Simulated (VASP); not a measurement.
# Mg3H (P6_3/mcm) in VASP: further runs, part 2 of 2

VASP 6.6.1. The steps go on from the part before.

## (3) Relaxation of cell and atoms, PBE

Input file INCAR:

```
ALGO = Normal
EDIFF = 1E-7
EDIFFG = -0.01
ENCUT = 600
GGA = PE
IBRION = 2
ISIF = 3
ISMEAR = 0
LASPH = T
LCHARG = F
LREAL = F
LWAVE = F
NELM = 100
NSW = 100
PREC = Accurate
SIGMA = 0.1
```

Input file KPOINTS:

```
k-points
0
Gamma
  12 12 8
```

Input file POSCAR:

```
Mg3H
1.0
    5.5545927676      0.0000000000      0.0000000000
   -2.7772963838      4.8104184444      0.0000000000
    0.0000000000      0.0000000000      5.1793321328
Mg H
6 2
Direct
    0.3356565599      0.3356565599      0.2500000000
    0.0000000000      0.3356565599      0.7500000000
    0.6643434401      0.0000000000      0.2500000000
    0.6643434401      0.6643434401      0.7500000000
    0.0000000000      0.6643434401      0.2500000000
    0.3356565599      0.0000000000      0.7500000000
    0.0000000000      0.0000000000      0.0000000000
    0.0000000000      0.0000000000      0.5000000000
```

Potentials or basis: VASP PAW PBE potentials, release 64 (Mg, H).

Started as:

```console
cat potpaw_PBE.64/Mg/POTCAR potpaw_PBE.64/H/POTCAR > POTCAR
mpirun -np 1 vasp_std > vasp.out
```

OUTCAR:

```text
EDIFF = 1E-7
   EDIFFG = -0.01
   ENCUT = 600
   GGA = PE
   IBRION = 2
   ISIF = 3
   ISMEAR = 0
   LASPH = T
   LREAL = F
   NELM = 100
   NSW = 100
   PREC = Accurate

 ion  position               nearest neighbor table
   1  0.336  0.336  0.250-   7 2.27   8 2.27   4 3.17   4 3.17   6 3.19   6 3.19   2 3.19   2 3.19
                             3 3.20   3 3.20   5 3.20   5 3.20   5 3.23   3 3.23
   2  0.000  0.336  0.750-   7 2.27   8 2.27   5 3.17   5 3.17   3 3.19   3 3.19   1 3.19   1 3.19
                             6 3.20   6 3.20   4 3.20   4 3.20   4 3.23   6 3.23
   3  0.664  0.000  0.250-   7 2.27   8 2.27   6 3.17   6 3.17   2 3.19   2 3.19   4 3.19   4 3.19
                             5 3.20   1 3.20   1 3.20   5 3.20   1 3.23   5 3.23
   4  0.664  0.664  0.750-   7 2.27   8 2.27   1 3.17   1 3.17   3 3.19   3 3.19   5 3.19   5 3.19
                             6 3.20   6 3.20   2 3.20   2 3.20   2 3.23   6 3.23
   5  0.000  0.664  0.250-   7 2.27   8 2.27   2 3.17   2 3.17   6 3.19   6 3.19   4 3.19   4 3.19
                             3 3.20   3 3.20   1 3.20   1 3.20   1 3.23   3 3.23
   6  0.336  0.000  0.750-   7 2.27   8 2.27   3 3.17   3 3.17   5 3.19   1 3.19   1 3.19   5 3.19
                             4 3.20   2 3.20   4 3.20   2 3.20   2 3.23   4 3.23
   7  0.000  0.000  0.000-   1 2.27   2 2.27   4 2.27   5 2.27   3 2.27   6 2.27
   8  0.000  0.000  0.500-   1 2.27   2 2.27   4 2.27   5 2.27   3 2.27   6 2.27

  LATTYP: Found a hexagonal cell.
 ALAT       =     5.5545927676
 C/A-ratio  =     0.9324413777

  Lattice vectors:

 A1 = (   5.5545927676,   0.0000000000,   0.0000000000)
 A2 = (  -2.7772963838,   4.8104184444,   0.0000000000)
 A3 = (   0.0000000000,   0.0000000000,   5.1793321328)

Analysis of symmetry for initial positions (statically):
=====================================================================
 Subroutine PRICEL returns:
 Original cell was already a primitive cell.

 Routine SETGRP: Setting up the symmetry group for a
 hexagonal supercell.

 Subroutine GETGRP returns: Found 24 space group operations
 (whereof 12 operations were pure point group operations)
 out of a pool of 24 trial point group operations.

The static configuration has the point symmetry D_3d.
 The point group associated with its full space group is D_6h.

Analysis of symmetry for dynamics (positions and initial velocities):
=====================================================================
 Subroutine PRICEL returns:
 Original cell was already a primitive cell.

 Routine SETGRP: Setting up the symmetry group for a
[... 166 lines left out ...]
  ---------------------------------------------------
  free energy    TOTEN  =       -15.27489248 eV

  energy without entropy =      -15.26092394  energy(sigma->0) =      -15.26790821

------------------------ aborting loop because EDIFF is reached ----------------------------------------

  FORCE on cell =-STRESS in cart. coord.  units (eV):
  Direction    XX          YY          ZZ          XY          YZ          ZX
  --------------------------------------------------------------------------------------
  -------------------------------------------------------------------------------------
  Total        0.0974949      0.0974949     -0.5324789      0.0000000      0.0000000      0.0000000
  in kB        1.1287131      1.1287131     -6.1645888      0.0000000      0.0000000      0.0000000
  external PRESSURE =      -1.3023876 kB  Pullay stress =       0.0000000 kB
[... 197 lines left out ...]
--------------------------------------- Ionic step        6  -------------------------------------------

 number of electron      14.0000000 magnetization

 Free energy of the ion-electron system (eV)
  ---------------------------------------------------
  ext. energy  EPLUGINS =         0.00000000
  ---------------------------------------------------
  free energy    TOTEN  =       -15.28093703 eV

  energy without entropy =      -15.26380658  energy(sigma->0) =      -15.27237181

 E-fermi :   2.9388     XC(G=0):  -8.7096

 val. band max:        2.9358607727   @ k =   0.3333   0.1667   0.5000
 cond. band min:       2.9473580705   @ k =   0.2500   0.0833   0.0000
 fundamental gap:      0.0114972978
 Fermi energy:         2.9388114742

 k-point     1 :       0.0000    0.0000    0.0000
  band No.  band energies     occupation
      1      -5.4454      2.00000
      2      -1.3687      2.00000
      3      -0.9319      2.00000
      4       1.6676      2.00000
      5       1.7460      2.00000
      6       1.7460      2.00000
      7       2.0928      2.00000
      8       2.0928      2.00000
      9       2.1584      2.00000
     10       3.6118      0.00000
     11       6.4977      0.00000
     12       6.4977      0.00000
[... 331 lines left out ...]
 k-point    24 :       0.3333    0.0000    0.1250
  band No.  band energies     occupation
      1      -4.9339      2.00000
      2      -2.0453      2.00000
      3      -1.5297      2.00000
      4      -0.0261      2.00000
      5       0.6534      2.00000
      6       1.8234      2.00000
      7       3.1056      0.01834
      8       3.7133      0.00000
      9       4.0875      0.00000
     10       4.6282      0.00000
     11       4.6932      0.00000
     12       5.8242      0.00000

 [... further k-points ...]
[... 5 lines left out ...]
  --------------------------------------------------------------------------------------
  -------------------------------------------------------------------------------------
  Total        0.0083654      0.0083654      0.0299416     -0.0000000     -0.0000000      0.0000000
  in kB        0.0971575      0.0971575      0.3477492     -0.0000000     -0.0000000      0.0000000
  external PRESSURE =       0.1806881 kB  Pullay stress =       0.0000000 kB
[... 23 lines left out ...]
  FREE ENERGIE OF THE ION-ELECTRON SYSTEM (eV)
  ---------------------------------------------------
  free  energy   TOTEN  =       -15.2809370335 eV

  energy  without entropy=      -15.2638065841  energy(sigma->0) =      -15.27237181

 reached required accuracy - stopping structural energy minimisation
```

OSZICAR:

```text
N       E                     dE             d eps       ncg     rms          rms(c)
DAV:   1     0.945458043323E+01    0.94546E+01   -0.44916E+03  2280   0.948E+02
DAV:   2    -0.145656315246E+02   -0.24020E+02   -0.22420E+02  2768   0.928E+01
DAV:   3    -0.158601098480E+02   -0.12945E+01   -0.12397E+01  2948   0.203E+01
[... 43 lines left out ...]
DAV:   2    -0.152809404680E+02    0.70364E-05   -0.63276E-05  2600   0.536E-02    0.172E-02
DAV:   3    -0.152809374821E+02    0.29859E-05   -0.22994E-05  2820   0.266E-02    0.353E-03
DAV:   4    -0.152809372029E+02    0.27915E-06   -0.45037E-06  2552   0.138E-02    0.201E-03
DAV:   5    -0.152809370358E+02    0.16713E-06   -0.46503E-07  2532   0.418E-03    0.207E-04
DAV:   6    -0.152809370335E+02    0.22901E-08   -0.33770E-08  1264   0.124E-03
   6 F= -.15280937E+02 E0= -.15272372E+02  d E =-.158017E-02
```

Run time: 8.3 min. Hardware: 1 thread of Intel Xeon Platinum 8259CL at 2.50GHz (Skylake/Cascade Lake), shared host; peak memory 0.44 GiB.

Results:

```yaml
Free_energy: -15.2809 eV
Relaxed_volume: 17.24 Å³/atom
Relaxed_cell: a = 5.602 Å, b = 5.602 Å, c = 5.076 Å, α = 90.00°, β = 90.00°, γ = 120.00°
Space_group_after_relaxing_to_0.1_Å: P6_3/mcm (No. 193)
Energy_gained_by_relaxing: 0.8 meV/atom
Ionic_steps: 6
Pressure_after_relaxing: 0.0 GPa
Band_gap_on_the_k_mesh: zero (bands 7 and 8 overlap by 1.99 eV)
```

Step by step:
```
step  energy change (eV)  largest force (eV/Å)  pressure (GPa)  volume (Å³)
   1              0.0000                0.0002           -0.13       138.39
   2             -0.0016                0.0026           -0.05       138.11
   3             -0.0043                0.0102            0.21       137.26
   4             -0.0045                0.0119            0.30       136.98
   5             -0.0058                0.0048            0.13       137.54
   6             -0.0060                0.0012            0.02       137.95
```

Final structure:
```
Mg H
1.0
     5.60170    0.00000    0.00000
    -2.80085    4.85121    0.00000
     0.00000    0.00000    5.07633
Mg H
6 2
Direct
  0.33588 0.33588 0.25000
  0.00000 0.33588 0.75000
  0.66412 0.00000 0.25000
  0.66412 0.66412 0.75000
  0.00000 0.66412 0.25000
  0.33588 0.00000 0.75000
  0.00000 0.00000 0.00000
  0.00000 0.00000 0.50000
```
